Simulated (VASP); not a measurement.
Input of a VASP 6.6.1 run:

Contents of INCAR:

```
PREC     = Accurate       # precision mode
ENCUT    = 600            # plane-wave cutoff, eV
EDIFF    = 1E-7           # SCF threshold, eV
ISMEAR   = 0              # smearing method
SIGMA    = 0.1            # smearing width, eV
LREAL    = F              # projectors in reciprocal space
LASPH    = T              # aspherical terms in the spheres
NELM     = 80             # most SCF steps
ALGO     = Normal         # electronic algorithm
ISIF     = 3              # what is computed and relaxed
LWAVE    = F              # write WAVECAR
LCHARG   = F              # write CHGCAR
GGA      = PE             # functional
IBRION   = 2              # ionic algorithm
NSW      = 90             # ionic steps
EDIFFG   = -0.04          # ionic threshold
```

File KPOINTS:

```
Automatic mesh
0
Gamma
  3 3 4
```

File POSCAR:

```
GaB2As3
1.0
    5.4997701500     -3.1752937800      0.0000000000
    5.4997701500      3.1752937800      0.0000000000
    0.0000000000      0.0000000000      6.0467037400
Ga B As
2 4 6
Direct
    0.8333333300      0.1666666700      0.4999840900
    0.1666666700      0.8333333300      0.9999840900
    0.1666666700      0.5000000000      0.4999840900
    0.5000000000      0.8333333300      0.4999840900
    0.5000000000      0.1666666700      0.9999840900
    0.8333333300      0.5000000000      0.9999840900
    0.1666666700      0.5000000000      0.8740159000
    0.8333333300      0.1666666700      0.8740159000
    0.5000000000      0.8333333300      0.8740159000
    0.5000000000      0.1666666700      0.3740159000
    0.1666666700      0.8333333300      0.3740159000
    0.8333333300      0.5000000000      0.3740159000
```

Potentials or basis: VASP PAW PBE potentials, release 64 (Ga_d, B, As).

Run with:

```sh
$ cat potpaw_PBE.64/Ga_d/POTCAR potpaw_PBE.64/B/POTCAR potpaw_PBE.64/As/POTCAR > POTCAR
$ mpirun -np 1 vasp_std > vasp.out
```

(1) What does it give for the band gap on the k mesh?

(2) Predict the relaxed cell.

(3) Estimate the space group after relaxing (to 0.05 Å).

## Answers

(1) 1.05 eV, indirect (least direct gap 1.16 eV).

(2) a = 6.242 Å, b = 6.242 Å, c = 5.923 Å, α = 90.00°, β = 90.00°, γ = 60.05°.

(3) Cmc2_1 (No. 36).
